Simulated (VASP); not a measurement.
C (a cell with a defect): single point with PBEsol

System: C (a cell with a defect).

```
C
1.0
     0.00000    3.55380   -3.55380
    -3.55380    0.00000   -3.55380
    -3.55380    3.55380    0.00000
C
15
Direct
  0.25000 0.75000 0.25000
  0.75000 0.25000 0.25000
  0.25000 0.25000 0.25000
  0.75000 0.75000 0.75000
  0.25000 0.75000 0.75000
  0.75000 0.25000 0.75000
  0.25000 0.25000 0.75000
  0.87500 0.37500 0.37500
  0.37500 0.37500 0.37500
  0.77896 0.77896 0.52020
  0.37500 0.87500 0.37500
  0.87500 0.37500 0.87500
  0.37500 0.37500 0.87500
  0.87500 0.87500 0.87500
  0.37500 0.87500 0.87500
```

This cell differs from its parent crystal: atoms taken out, atom 10 moved 0.125 of the way to it and +0.700 Å across, host rigid.

| Item | Value |
| --- | --- |
| Program | VASP 6.6.1 |
| Task | single point |
| Functional | PBEsol |
| Potentials or basis | VASP PAW PBE potentials, release 64 (C) |
| Cutoff | 520 eV |
| k mesh | 6 × 6 × 6 |
| Occupations | gaussian, width 0.05 eV |
| Spin | no spin polarisation |
| Dipole correction | no |
| Further INCAR settings | LREAL = Auto; ALGO = Normal; EDIFF = 1e-06; NBANDS = 43 |

* Pressure: 25.8 GPa
* Largest force: 50.215 eV/Å
* Band gap on the k mesh: zero (bands 30 and 31 overlap by 1.19 eV)

Forces in eV/Å, atoms in the order of the input:
```
C     0.900   2.372  -0.393
C    -2.372  -0.900  -0.393
C    -0.131   0.131  -0.650
C   -31.406  31.406   9.903
C    -0.112   0.141   0.678
C    -0.141   0.112   0.678
C     0.118  -0.118  -0.647
C     2.426   1.367   2.083
C     0.139  -0.139  -0.403
C    33.145 -33.145 -18.010
C    -1.367  -2.426   2.083
C     1.301   3.297   3.274
C    -0.100   0.100  -0.079
C     0.897  -0.897  -1.400
C    -3.297  -1.301   3.274
```

Stress tensor (GPa, compression positive):
```
 42.39 -33.65 -18.40
-33.65  42.39  18.40
-18.40  18.40  -7.37
```

Levels at points of the mesh, in eV from the Fermi level:
| k point | band 27 | band 28 | band 29 | band 30 | band 31 | band 32 | band 33 | band 34 |
| --- | --- | --- | --- | --- | --- | --- | --- | --- |
| (0.00, 0.00, 0.00) | -1.85 | -1.61 | -0.41 | 0.70 | 1.02 | 1.54 | 3.34 | 3.52 |
| (0.50, 0.00, 0.00) | -2.83 | -2.35 | -2.21 | -1.52 | 0.14 | 1.60 | 2.75 | 4.64 |
| (0.00, 0.00, 0.50) | -3.07 | -2.93 | -1.97 | -1.97 | 1.24 | 2.09 | 4.07 | 4.24 |
| (0.50, 0.50, 0.50) | -3.74 | -2.37 | -0.65 | 0.21 | 0.89 | 1.14 | 2.71 | 3.50 |
| (0.50, 0.50, 0.00) | -3.68 | -2.59 | -1.21 | -1.12 | -0.37 | 0.55 | 3.40 | 4.26 |
| (0.00, 0.50, 0.50) | -4.07 | -3.59 | -1.87 | -0.88 | 0.31 | 1.62 | 2.30 | 3.95 |

Wall time 14 min on 1 thread of Intel Xeon 8259CL, on a shared host, peak memory 0.33 GiB.

Caveat: the cell differs from its parent crystal (atoms taken out, atom 10 moved 0.125 of the way to it and +0.700 Å across, host rigid); atoms lie so close that the PAW spheres overlap strongly, which falsifies energies and pressures; the PAW data sets were made with another functional, which shifts forces and pressure a little.
